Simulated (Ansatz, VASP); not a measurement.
Hf4Br in VASP and in Ansatz

```
Hf Br
1.0
    -3.35077    3.35077    3.35077
     3.35077   -3.35077    3.35077
     3.35077    3.35077   -3.35077
Hf Br
4 1
Direct
  0.00000 0.00000 0.74631
  0.74631 0.00000 0.00000
  0.00000 0.74631 0.00000
  0.25369 0.25369 0.25369
  0.00000 0.00000 0.00000
```

Change from the starting cell: species swapped into the H4C type (I-43m, No. 217).

Alike in both runs: task single point; functional PBE; k mesh 4 × 4 × 4; occupations gaussian, width 0.1 eV; no spin polarisation.

```csv
,VASP,Ansatz
version,VASP 6.6.1,Ansatz 0.2.0
potentials or method,"VASP PAW PBE potentials, release 64 (Hf_pv, Br), cutoff 520 eV","scalar-relativistic, plane waves, PAW"
valence electrons in the cell,47,111
```

Ansatz gave:

| Item | Value |
| --- | --- |
| gap on the k mesh at the Fermi level (eV) | none |
| rms of the force components (eV/Å) | 60.430 |

Problem. Which values does VASP return?

Solution. gap on the k mesh at the Fermi level (eV): none; rms of the force components (eV/Å): 56.067.

Atom by atom the forces differ by 4.362 eV/Å (rms over components). A gap of «none» marks a metal or a gap that the smearing closes. VASP's potentials hold 47 valence electrons a cell and Ansatz's 111, so a difference there can come from the potentials and not from the codes.

Spin-orbit coupling is off throughout.
